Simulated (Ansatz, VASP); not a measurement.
**CoO in VASP and in Ansatz**

INCAR

```
SYSTEM = CoO
ALGO = Normal ; EDIFF = 1E-6
ENCUT = 520 ; GGA = PE
ISIF = 2 ; ISMEAR = 0
ISPIN = 2 ; LASPH = .TRUE.
LCHARG = .TRUE. ; LDAU = .TRUE.
LDAUJ = 0 0 ; LDAUL = 2 -1
LDAUPRINT = 1 ; LDAUTYPE = 2
LDAUU = 3.3 0 ; LELF = .TRUE.
LMAXMIX = 4 ; LORBIT = 11
LREAL = .FALSE. ; LVHAR = .TRUE.
LWAVE = .FALSE. ; MAGMOM = 3 0
NBANDS = 18 ; NELM = 150
PREC = Accurate ; SIGMA = 0.05
```

File KPOINTS:

```
k-points
0
G
  10 10 10
  0 0 0
```

POSCAR

```
CoO
1.0
    0.0000000000      2.1315000000      2.1315000000
    2.1315000000      0.0000000000      2.1315000000
    2.1315000000      2.1315000000      0.0000000000
Co O
1 1
Direct
    0.0000000000      0.0000000000      0.0000000000
    0.5000000000      0.5000000000      0.5000000000
```

Input for Ansatz:

```yaml
crystal:
  lattice:
    - [0.0, 2.1315, 2.1315]
    - [2.1315, 0.0, 2.1315]
    - [2.1315, 2.1315, 0.0]
  atoms:
    - { symbol: Co, position: [0.0, 0.0, 0.0], spin: 3.0 }
    - { symbol: O, position: [0.5, 0.5, 0.5] }
basis:
  ecutwfc: 420
  ecutrho_ratio: 4
kpoints:
  mp_grid: { grid: [10, 10, 10] }
hamiltonian:
  xc: pbe
  hubbard: { sites: [{ species: Co, l: d, u_eff: 3.3 }] }
scf:
  occupations: { method: gaussian, width: 0.05 }
  lower_state_search: "off"
output:
  forces: true
  stress: true
  eigenvalues: true
  populations: true
  hubbard: { sites: [{ species: Co, l: d }] }
magnetization:
  spin_polarized: true
checkpoint:
  read: start.run
  write: ck
  compress: false
  write_wavefunctions: false
  write_every: 100000
```

Alike in both runs: task single point; functional PBE; k mesh 10 × 10 × 10; occupations gaussian, width 0.05 eV; collinear spin; Hubbard terms Co d U = 3.3 eV.

|  | VASP | Ansatz |
| --- | --- | --- |
| version | VASP 6.6.1 | Ansatz 0.2.0 |
| potentials or method | VASP PAW PBE potentials, release 64 (Co, O), cutoff 520 eV | scalar-relativistic, plane waves, PAW |
| valence electrons in the cell | 15 | 23 |

|  | VASP | Ansatz | Ansatz less VASP |
| --- | --- | --- | --- |
| pressure (GPa) | -2.4 | 8.2 | +10.57 |
| net moment per atom (μB) | 1.50 | 1.50 | +0.001 |
| size of the moment on the site where the two differ most (μB) | 2.73 | 2.60 | -0.130 |

Site moments also hang on the region over which each program counts them. The programs project onto different local orbitals, so the same U acts differently, and such runs can settle in different states. VASP's potentials hold 15 valence electrons a cell and Ansatz's 23, so a difference there can come from the potentials and not from the codes. Ansatz's warnings: stability check not made.
